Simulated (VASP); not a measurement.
# Na2S (Fm-3m) in VASP: single point with PBE

Aim: the single point of Na2S with PBE.

Program: VASP 6.6.1. These are calculated values, not measurements. Logs are shortened: lines on timing, memory, paths and dates and some standing lists are left out, and cuts for length are marked.

## (1) The cell of the first run

Symmetry: Fm-3m, No. 225, cubic system. The conventional cell has a = 6.511 Å, b = 6.511 Å, c = 6.511 Å, α = 90.00°, β = 90.00°, γ = 90.00°. S (site symmetry m-3m) has 8 Na at 2.82 Å within 3.7 Å. Within 3.7 Å of Na (site symmetry -43m) lie 4 S at 2.82 Å and 6 Na at 3.26 Å.

## (2) Single point, PBE

File INCAR:

```
SYSTEM = Na2S
  PREC = Accurate
  ENCUT = 500
  EDIFF = 1E-6
  ISMEAR = 0
  SIGMA = 0.01
  LREAL = .FALSE.
  LASPH = .TRUE.
  NELM = 120
  ALGO = Normal
  ISIF = 2
  LWAVE = .FALSE.
  LCHARG = .FALSE.
  GGA = PE
  NBANDS = 17
  GGA_COMPAT = .FALSE.
```

File KPOINTS:

```
regular mesh
0
G
  4 4 4
  0 0 0
```

File POSCAR:

```
Na2S
1.0
    0.0000000000      3.2554324593      3.2554324593
    3.2554324593      0.0000000000      3.2554324593
    3.2554324593      3.2554324593      0.0000000000
S Na
1 2
Direct
    0.0000000000      0.0000000000      0.0000000000
    0.2500000000      0.2500000000      0.2500000000
    0.7500000000      0.7500000000      0.7500000000
```

Potentials or basis: VASP PAW PBE potentials, release 64 (S, Na_pv).

Run with:

```console
> cat potpaw_PBE.64/S/POTCAR potpaw_PBE.64/Na_pv/POTCAR > POTCAR
> mpirun -np 1 vasp_std > vasp.out
```

OUTCAR:

```text
SYSTEM = Na2S
   PREC = Accurate
   ENCUT = 500
   EDIFF = 1E-6
   ISMEAR = 0
   LREAL = .FALSE.
   LASPH = .TRUE.
   NELM = 120
   ISIF = 2
   GGA = PE

 ion  position               nearest neighbor table
   1  0.000  0.000  0.000-
   2  0.250  0.250  0.250-
   3  0.750  0.750  0.750-

  LATTYP: Found a face centered cubic cell.
 ALAT       =     6.5108649186

  Lattice vectors:

 A1 = (   0.0000000000,   3.2554324593,   3.2554324593)
 A2 = (   3.2554324593,   0.0000000000,   3.2554324593)
 A3 = (   3.2554324593,   3.2554324593,   0.0000000000)

Analysis of symmetry for initial positions (statically):
=====================================================================
 Subroutine PRICEL returns:
 Original cell was already a primitive cell.

 Routine SETGRP: Setting up the symmetry group for a
 face centered cubic supercell.

 Subroutine GETGRP returns: Found 48 space group operations
 (whereof 48 operations were pure point group operations)
 out of a pool of 48 trial point group operations.

The static configuration has the point symmetry O_h .

Analysis of symmetry for dynamics (positions and initial velocities):
=====================================================================
 Subroutine PRICEL returns:
 Original cell was already a primitive cell.

 Routine SETGRP: Setting up the symmetry group for a
 face centered cubic supercell.

 Subroutine GETGRP returns: Found 48 space group operations
 (whereof 48 operations were pure point group operations)
 out of a pool of 48 trial point group operations.

The dynamic configuration has the point symmetry O_h .

 Subroutine INISYM returns: Found 48 space group operations
 (whereof 48 operations are pure point group operations),
 and found     1 'primitive' translations

----------------------------------------------------------------------------------------

                                     Primitive cell

  volume of cell :      69.0011

  direct lattice vectors                    reciprocal lattice vectors
     0.000000000  3.255432459  3.255432459    -0.153589425  0.153589425  0.153589425
     3.255432459  0.000000000  3.255432459     0.153589425 -0.153589425  0.153589425
     3.255432459  3.255432459  0.000000000     0.153589425  0.153589425 -0.153589425

  length of vectors
     4.603876735  4.603876735  4.603876735     0.266024688  0.266024688  0.266024688

  position of ions in fractional coordinates (direct lattice)
     0.000000000  0.000000000  0.000000000
     0.250000000  0.250000000  0.250000000
     0.750000000  0.750000000  0.750000000

  ion indices of the primitive-cell ions
   primitive index   ion index
                 1           1
                 2           2
                 3           3

----------------------------------------------------------------------------------------

 KPOINTS: regular mesh

Automatic generation of k-mesh.
 Grid dimensions read from file:
 generate k-points for:    4    4    4

 Generating k-lattice:

  Cartesian coordinates                     Fractional coordinates (reciprocal lattice)
    -0.038397356  0.038397356  0.038397356     0.250000000  0.000000000  0.000000000
     0.038397356 -0.038397356  0.038397356     0.000000000  0.250000000  0.000000000
     0.038397356  0.038397356 -0.038397356     0.000000000  0.000000000  0.250000000

  Length of vectors
     0.066506172  0.066506172  0.066506172

  Shift w.r.t. Gamma in fractional coordinates (k-lattice)
     0.000000000  0.000000000  0.000000000

 Subroutine IBZKPT returns following result:
 ===========================================

 Found      8 irreducible k-points:

 Following reciprocal coordinates:
            Coordinates               Weight
  0.000000  0.000000  0.000000      1.000000
  0.250000  0.000000  0.000000      8.000000
  0.500000  0.000000  0.000000      4.000000
  0.250000  0.250000  0.000000      6.000000
  0.500000  0.250000  0.000000     24.000000
 -0.250000  0.250000  0.000000     12.000000
  0.500000  0.500000  0.000000      3.000000
 -0.250000  0.500000  0.250000      6.000000
   k-points           NKPTS =      8   k-points in BZ     NKDIM =      8   number of bands    NBANDS=     17
   number of dos      NEDOS =    301   number of ions     NIONS =      3
   total plane-waves  NPLWV =  46656
   dimension x,y,z NGX =    36 NGY =   36 NGZ =   36
   dimension x,y,z NGXF=    72 NGYF=   72 NGZF=   72
   ions per type =               1   2
   NGX,Y,Z   is equivalent  to a cutoff of  13.00, 13.00, 13.00 a.u.
   NGXF,Y,Z  is equivalent  to a cutoff of  26.00, 26.00, 26.00 a.u.
 SYSTEM =  Na2S
   PREC   = accura    normal or accurate (medium, high low for compatibility)
   ISTART =      0    job   : 0-new  1-cont  2-samecut
   ICHARG =      2    charge: 1-file 2-atom 10-const
   ISPIN  =      1    spin polarized calculation?
   LNONCOLLINEAR =      F non collinear calculations
   LSORBIT =      F    spin-orbit coupling
   LASPH  =      T    aspherical Exc in radial PAW
   ENCUT  =  500.0 eV  36.75 Ry    6.06 a.u.   8.39  8.39  8.39*2*pi/ulx,y,z
   NELM   =    120;   NELMIN=  2; NELMDL= -5     # of ELM steps
   EDIFF  = 0.1E-05   stopping-criterion for ELM
   LREAL  =      F    real-space projection
   EDIFFG = 0.1E-04   stopping-criterion for IOM
   NSW    =      0    number of steps for IOM
   IBRION =     -1    ionic relax: 0-MD 1-quasi-New 2-CG
   NFREE  =      0    steps in history (QN), initial steepest desc. (CG)
   ISIF   =      2    stress and relaxation
   ISYM   =      2    0-nonsym 1-usesym 2-fastsym
   POTIM  = 0.5000    time-step for ionic-motion
   TEBEG  =    0.0;   TEEND  =   0.0 temperature during run
   PSTRESS=    0.0 pullay stress
   NELECT =      20.0000    total number of electrons
   NUPDOWN=      -1.0000    fix difference up-down
   EMIN   =  10.00;   EMAX   =-10.00  energy-range for DOS
   EFERMI =   0.00;   METHOD = LEGACY
   ISMEAR =     0;   SIGMA  =   0.01  broadening in eV -4-tet -1-fermi 0-gaus
   EFERMI_NEDOS =   21; number of points for ismear=-14 and -15
   IALGO  =     38    algorithm
   IMIX   =      4    mixing-type and parameters
     AMIX     =   0.40;   BMIX     =  1.00
     AMIX_MAG =   1.60;   BMIX_MAG =  1.00
  volume/ion in A,a.u.               =      23.00       155.21
  Fermi-wavevector in a.u.,A,eV,Ry     =   1.083427  2.047379 15.970697  1.173813
  Thomas-Fermi vector in A             =   2.219492
   LORBIT       =      0    0 simple, 1 ext, 2 COOP (PROOUT), +10 PAW based schemes
   GGA     = PE    functional components
   LHFCALC =     F    Hartree Fock is set to
   AEXX    =    0.0000 exact exchange contribution
   IVDW    =     0    specifies the selected vdW correction
   LEPSILON=     F    determine dielectric tensor
   LRPA    =     F    only Hartree local field effects (RPA)
 non-spin polarized calculation
 Gauss-broadening in eV      SIGMA  =   0.01
  energy-cutoff  :      500.00
  volume of cell :       69.00
 maximum number of plane-waves:      1807
 NGX is ok and might be reduce to    36
   NGX = 17   NGY = 17   NGZ = 17

 number of electron      19.9999984 magnetization

 Free energy of the ion-electron system (eV)
  ---------------------------------------------------
  ext. energy  EPLUGINS =         0.00000000
  ---------------------------------------------------
  free energy    TOTEN  =        -9.96751041 eV

  energy without entropy =       -9.96751041  energy(sigma->0) =       -9.96751041

 E-fermi :   0.3153     XC(G=0):  -7.8721

 val. band max:        0.2499089112   @ k =   0.0000   0.0000   0.0000
 cond. band min:       2.7822130458   @ k =   0.0000   0.0000   0.0000
 fundamental gap:      2.5323041347
 Fermi energy:         0.3152861929

 k-point     1 :       0.0000    0.0000    0.0000
  band No.  band energies     occupation
      1     -21.9656      2.00000
      2     -21.9656      2.00000
      3     -21.9656      2.00000
      4     -21.9096      2.00000
      5     -21.9096      2.00000
      6     -21.9096      2.00000
[... 9 lines left out ...]
     16       9.6380      0.00000
     17      11.5479      0.00000

 k-point     2 :       0.2500    0.0000    0.0000
  band No.  band energies     occupation
      1     -21.9602      2.00000
      2     -21.9578      2.00000
      3     -21.9578      2.00000
      4     -21.9215      2.00000
      5     -21.9182      2.00000
      6     -21.9182      2.00000
[... 9 lines left out ...]
     16       9.4412      0.00000
     17      10.6468      0.00000

 k-point     3 :       0.5000    0.0000    0.0000
  band No.  band energies     occupation
      1     -21.9469      2.00000
      2     -21.9413      2.00000
      3     -21.9393      2.00000
      4     -21.9393      2.00000
      5     -21.9377      2.00000
      6     -21.9377      2.00000
[... 9 lines left out ...]
     16      11.7143      0.00000
     17      11.7143      0.00000

 k-point     4 :       0.2500    0.2500    0.0000
  band No.  band energies     occupation
      1     -21.9714      2.00000
      2     -21.9714      2.00000
      3     -21.9515      2.00000
      4     -21.9305      2.00000
      5     -21.9058      2.00000
      6     -21.9058      2.00000
[... 9 lines left out ...]
     16      10.4609      0.00000
     17      12.8003      0.00000

 k-point     5 :       0.5000    0.2500    0.0000
  band No.  band energies     occupation
      1     -21.9773      2.00000
      2     -21.9673      2.00000
      3     -21.9656      2.00000
      4     -21.9140      2.00000
      5     -21.9125      2.00000
      6     -21.9077      2.00000
[... 9 lines left out ...]
     16      11.8084      0.00000
     17      12.3683      0.00000

 k-point     6 :      -0.2500    0.2500    0.0000
  band No.  band energies     occupation
      1     -21.9785      2.00000
      2     -21.9478      2.00000
      3     -21.9433      2.00000
      4     -21.9365      2.00000
      5     -21.9337      2.00000
      6     -21.9022      2.00000
[... 9 lines left out ...]
     16      11.2434      0.00000
     17      12.2953      0.00000

 k-point     7 :       0.5000    0.5000    0.0000
  band No.  band energies     occupation
      1     -21.9930      2.00000
      2     -21.9772      2.00000
      3     -21.9772      2.00000
      4     -21.9020      2.00000
      5     -21.9020      2.00000
      6     -21.8952      2.00000
[... 9 lines left out ...]
     16      12.0624      0.00000
     17      12.3145      0.00000

 k-point     8 :      -0.2500    0.5000    0.2500
  band No.  band energies     occupation
      1     -21.9879      2.00000
      2     -21.9824      2.00000
      3     -21.9398      2.00000
      4     -21.9398      2.00000
      5     -21.8990      2.00000
      6     -21.8982      2.00000
[... 9 lines left out ...]
     16      10.9213      0.00000
     17      12.3054      0.00000

------------------------ aborting loop because EDIFF is reached ----------------------------------------

  FORCE on cell =-STRESS in cart. coord.  units (eV):
  Direction    XX          YY          ZZ          XY          YZ          ZX
  --------------------------------------------------------------------------------------
  -------------------------------------------------------------------------------------
  Total        0.3738326      0.3738326      0.3738326      0.0000000      0.0000000      0.0000000
  in kB        8.6802386      8.6802386      8.6802386      0.0000000      0.0000000      0.0000000
  external PRESSURE =       8.6802386 kB  Pullay stress =       0.0000000 kB

 VOLUME and BASIS-vectors are now :
 -----------------------------------------------------------------------------
  energy-cutoff  :      500.00
  volume of cell :       69.00
      direct lattice vectors                 reciprocal lattice vectors
     0.000000000  3.255432459  3.255432459    -0.153589425  0.153589425  0.153589425
     3.255432459  0.000000000  3.255432459     0.153589425 -0.153589425  0.153589425
     3.255432459  3.255432459  0.000000000     0.153589425  0.153589425 -0.153589425

 POSITION                                       TOTAL-FORCE (eV/Angst)
 -----------------------------------------------------------------------------------
      0.00000      0.00000      0.00000        -0.000000     -0.000000      0.000000
      1.62772      1.62772      1.62772        -0.000000     -0.000000     -0.000000
      4.88315      4.88315      4.88315         0.000000      0.000000      0.000000
 -----------------------------------------------------------------------------------
    total drift:                                0.000000      0.000000      0.000000

  FREE ENERGIE OF THE ION-ELECTRON SYSTEM (eV)
  ---------------------------------------------------
  free  energy   TOTEN  =        -9.9675104095 eV

  energy  without entropy=       -9.9675104095  energy(sigma->0) =       -9.96751041
```

Wall time 13 s (1 thread of AMD EPYC 9R45 (Zen 5), shared host); peak memory 0.16 GiB.

Results:

```yaml
Free_energy: -9.9675 eV
Pressure: 0.9 GPa
Band_gap_on_the_k_mesh: 2.53 eV, direct
```

PBE gaps usually lie below the measured ones, often by a third to a half.
